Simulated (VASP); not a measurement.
Write the native input for VASP 6.6.1 that does the following.

```yaml
Task: single point
Functional: HSE06
Potentials_or_basis: VASP PAW PBE potentials, release 64 (Sb_d_GW)
Cutoff: 400 eV
k_mesh: 6 × 6 × 6
Occupations: fermi-dirac, width 0.05 eV
Spin: no spin polarisation
Dipole_correction: no
Grid_for_exact_exchange_PRECFOCK: Normal
Further_INCAR_settings: ALGO = Normal; EDIFF = 1e-06; NBANDS = 14
Share_of_exact_exchange: 0.25
Screening_parameter: 0.2079 1/Å
```

Sb:

```
Sb
1.0
     0.00000    2.41775    2.41775
     2.41775    0.00000    2.41775
     2.41775    2.41775    0.00000
Sb
1
Direct
  0.00000 0.00000 0.00000
```

This isn't the form of Sb at room conditions, which is rhombohedral.

One way to write it, as run:

POSCAR

```
Sb
1.0
    0.0000000000      2.4177492801      2.4177492801
    2.4177492801      0.0000000000      2.4177492801
    2.4177492801      2.4177492801      0.0000000000
Sb
1
Direct
    0.0000000000      0.0000000000      0.0000000000
```

INCAR.step1

```
SYSTEM = Sb
ALGO = Normal ; EDIFF = 1E-5
ENCUT = 400 ; GGA = PE
GGA_COMPAT = .FALSE. ; ISIF = 2
ISMEAR = -1 ; LASPH = .TRUE.
LREAL = .FALSE. ; LWAVE = .TRUE.
NBANDS = 14 ; NELM = 120
PREC = Accurate ; SIGMA = 0.05
```

INCAR.step2

```
SYSTEM = Sb
ALGO = Normal ; EDIFF = 1E-6
ENCUT = 400 ; GGA = PE
GGA_COMPAT = .FALSE. ; HFSCREEN = 0.2079
ISIF = 2 ; ISMEAR = -1
ISTART = 1 ; LASPH = .TRUE.
LCHARG = .TRUE. ; LELF = .TRUE.
LHFCALC = .TRUE. ; LREAL = .FALSE.
LVHAR = .TRUE. ; LWAVE = .FALSE.
NBANDS = 14 ; NELM = 120
PREC = Accurate ; PRECFOCK = Normal
SIGMA = 0.05
```

KPOINTS

```
k-points
0
G
  6 6 6
  0 0 0
```

Potentials or basis: VASP PAW PBE potentials, release 64 (Sb_d_GW).

Run with:

```console
$ cat potpaw_PBE.64/Sb_d_GW/POTCAR > POTCAR
$ cp INCAR.step1 INCAR
$ mpirun -np 1 vasp_std > vasp.out
$ cp INCAR.step2 INCAR
$ mpirun -np 1 vasp_std > vasp.out
```

It gave:

The pressure is -3.9 GPa and the band gap on the k mesh is zero (an odd number of electrons rules out a gap without spin polarisation).

Caveat: the k points lie up to 0.38 Å⁻¹ apart, too coarse for converged energies and pressures of a metal; the PAW data sets were made with another functional, which shifts forces and pressure a little; spin-orbit coupling is left out, which moves the levels of the heavy elements; an odd number of electrons without spin polarisation forces a metal; a magnetic or distorted state may lie lower.

Run time: 7.8 min on 1 thread of Intel(R) Xeon(R) 6975P-C (Granite Rapids), with other jobs on the host, peak memory 0.25 GiB.
